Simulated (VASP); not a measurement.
RbZn2: relaxation of cell and atoms with PBE

The system is RbZn2.

```
Rb Zn
1.0
     4.48669    0.00000    0.00000
    -2.24334    3.88558    0.00000
     0.00000    0.00000    5.52637
Rb Zn
1 2
Direct
  0.00000 0.00000 0.00000
  0.33333 0.66667 0.50000
  0.66667 0.33333 0.50000
```

* Program: VASP 6.6.1
* Task: relaxation of cell and atoms
* Functional: PBE
* Potentials or basis: VASP PAW PBE potentials, release 64 (Rb_sv, Zn)
* Cutoff: 600 eV
* k mesh: 12 × 12 × 8
* Occupations: gaussian, width 0.1 eV
* Spin: no spin polarisation
* Dipole correction: no
* Further INCAR settings: ALGO = Fast; EDIFF = 1e-06; IBRION = 2; EDIFFG = -0.01; NSW = 100; ISIF = 3

```json
{
 "Relaxed volume": "32.60 Å³/atom",
 "Relaxed cell": "a = 4.526 Å, b = 4.526 Å, c = 5.513 Å, α = 90.00°, β = 90.00°, γ = 120.00°",
 "Space group after relaxing (to 0.1 Å)": "P6/mmm (No. 191)",
 "Energy gained by relaxing": "0.8 meV/atom",
 "Ionic steps": "10",
 "Pressure after relaxing": "0.0 GPa",
 "Band gap on the k mesh": "zero (an odd number of electrons rules out a gap without spin polarisation)"
}
```

The path:
| step | energy change (eV) | largest force (eV/Å) | pressure (GPa) | volume (Å³) |
| --- | --- | --- | --- | --- |
| 1 | 0.0000 | 0.0000 | 0.35 | 96.34 |
| 2 | -0.0019 | 0.0000 | 0.11 | 97.32 |
| 3 | -0.0022 | 0.0000 | 0.02 | 97.76 |
| 4 | -0.0023 | 0.0000 | 0.04 | 97.96 |
| 5 | -0.0023 | 0.0000 | -0.10 | 98.38 |
| 6 | -0.0023 | 0.0000 | -0.06 | 98.13 |
| 7 | -0.0023 | 0.0000 | -0.07 | 98.06 |
| 8 | -0.0023 | 0.0000 | -0.04 | 98.01 |
| 9 | -0.0024 | 0.0000 | -0.09 | 97.96 |
| 10 | -0.0024 | 0.0000 | 0.02 | 97.79 |

Final structure:
```
CELL_PARAMETERS angstrom
4.52592 0.00000 0.00000
-2.26296 3.91956 0.00000
0.00000 0.00000 5.51256
ATOMIC_POSITIONS crystal
Rb 0.00000 0.00000 0.00000
Zn 0.33333 0.66667 0.50000
Zn 0.66667 0.33333 0.50000
```

Levels at points of the mesh, in eV from the Fermi level:
```csv
k point,band 12,band 13,band 14,band 15,band 16,band 17,band 18,band 19,band 20
"(0.00, 0.00, 0.00)",-6.93,-6.93,-6.93,-6.22,0.29,1.29,2.20,2.20,3.05
"(0.50, 0.00, 0.00)",-6.89,-6.81,-6.74,-4.18,-3.35,0.86,1.01,2.15,3.38
"(0.00, 0.00, 0.50)",-6.93,-6.93,-6.93,-5.74,-1.90,2.69,2.69,3.40,4.26
"(0.50, 0.00, 0.50)",-6.89,-6.81,-6.74,-4.31,-2.90,0.68,0.71,0.77,3.52
```

Run time: 20 min on 1 thread of Oxide Virtual Turin-like Processor, on a shared host, peak memory 0.38 GiB.
